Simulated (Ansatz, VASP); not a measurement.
# CuI: VASP beside Ansatz

POSCAR

```
CuI
1.0
    0.0000000000      3.0120429050      3.0120429050
    3.0120429050      0.0000000000      3.0120429050
    3.0120429050      3.0120429050      0.0000000000
Cu I
1 1
Direct
    0.2500000000      0.2500000000      0.2500000000
    0.0000000000      0.0000000000      0.0000000000
```

Contents of INCAR.step1:

```
PREC = Accurate
ENCUT = 520
EDIFF = 1E-5
ISMEAR = 0
SIGMA = 0.01
LREAL = F
LASPH = T
NELM = 60
ALGO = Normal
ISIF = 2
LWAVE = T
LCHARG = F
GGA = PE
NBANDS = 16
```

Contents of INCAR.step2:

```
PREC = Accurate
ENCUT = 520
EDIFF = 1E-6
ISMEAR = 0
SIGMA = 0.01
LREAL = F
LASPH = T
NELM = 60
ALGO = Normal
ISIF = 2
LWAVE = F
LCHARG = F
GGA = PE
LHFCALC = T
AEXX = 0.4
HFSCREEN = 0.2078
PRECFOCK = Normal
ISTART = 1
NBANDS = 16
```

The input KPOINTS:

```
regular mesh
0
Gamma
  4 4 4
```

Input for Ansatz:

```yaml
crystal:
  lattice:
    - [0.0, 3.012042905, 3.012042905]
    - [3.012042905, 0.0, 3.012042905]
    - [3.012042905, 3.012042905, 0.0]
  atoms:
    - { symbol: Cu, position: [0.25, 0.25, 0.25] }
    - { symbol: I, position: [0.0, 0.0, 0.0] }
kpoints:
  mp_grid: { grid: [4, 4, 4] }
hamiltonian:
  xc:
    exchange: pbe
    correlation: pbe
    exx: { coeff: 0.4, omega: 0.2078 }
scf:
  occupations: { method: fixed }
  n_extra_bands: 4
output:
  forces: true
  stress: true
  eigenvalues: true
```

Alike in both runs: task single point; functional PBE-based screened hybrid; k mesh 4 × 4 × 4; no spin polarisation.

|  | VASP | Ansatz |
| --- | --- | --- |
| version | VASP 6.6.1 | Ansatz 0.2.0 |
| potentials or method | VASP PAW PBE potentials, release 64 (Cu, I) | plane waves |
| plane-wave cutoff (eV) | 520 | 420 |
| occupations | gaussian, width 0.01 eV | fixed |
| valence electrons in the cell | 18 | 36 |

|  | VASP | Ansatz | Ansatz less VASP |
| --- | --- | --- | --- |
| gap on the k mesh at the Fermi level (eV) | 3.50 | 3.59 | +0.091 |
| pressure (GPa) | 1.6 | 1.9 | +0.30 |

VASP's potentials were made for PBE, not for PBE-based screened hybrid. VASP's potentials hold 18 valence electrons a cell and Ansatz's 36, so a difference there can come from the potentials and not from the codes. Ansatz's warnings: stress exchange threshold loose, stress scf threshold loose.

The k mesh is coarse, so the values compare programs but aren't converged. Neither program's run includes spin-orbit coupling.
